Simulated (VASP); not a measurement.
Input of a VASP 6.6.1 run:

POSCAR

```
CsH
1.0
    0.0000000000      3.0604800000      2.9329600000
    3.0604800000      0.0000000000      2.9329600000
    3.0604800000      3.0604800000      0.0000000000
Cs H
1 1
Direct
    0.0000000000      0.0000000000      0.0000000000
    0.5000000000      0.5000000000      0.5000000000
```

The input INCAR.step1:

```
SYSTEM = CsH
PREC = Accurate
ENCUT = 520
ISMEAR = 0
SIGMA = 0.05
LREAL = .False.
LASPH = .True.
NELM = 100
NBANDS = 12
GGA = PE
ALGO = Normal
EDIFF = 1E-4
LWAVE = .True.
LCHARG = .False.
```

Contents of INCAR.step2:

```
SYSTEM = CsH
PREC = Accurate
ENCUT = 520
EDIFF = 1E-6
ISMEAR = 0
SIGMA = 0.05
LREAL = .False.
LASPH = .True.
NELM = 100
ALGO = Normal
ISIF = 2
LWAVE = .False.
LCHARG = .False.
METAGGA = R2SCAN
LMIXTAU = .True.
NBANDS = 12
ISTART = 1
```

Contents of KPOINTS:

```
Automatic mesh
0
Gamma
  6 6 6
  0 0 0
```

Potentials or basis: VASP PAW PBE potentials, release 64 (Cs_sv, H).

Run with:

```sh
$ cat potpaw_PBE.64/Cs_sv/POTCAR potpaw_PBE.64/H/POTCAR > POTCAR
$ cp INCAR.step1 INCAR
$ mpirun -np 1 vasp_std > vasp.out
$ cp INCAR.step2 INCAR
$ mpirun -np 1 vasp_std > vasp.out
```

Task: Predict the band gap on the k mesh.

Result: 2.41 eV, direct.

Task: Predict the pressure.

Result: 2.4 GPa.

Stress tensor (GPa, compression positive):
```
1.71 0.00 0.00
0.00 1.71 0.00
0.00 0.00 3.69
```

Caveat: the cell differs from its parent crystal (strain -0.040 along x and y, -0.080 along z); the PAW data sets were made with another functional, which shifts forces and pressure a little; spin-orbit coupling is left out, which moves the levels of the heavy elements. A k mesh can miss the band edges.
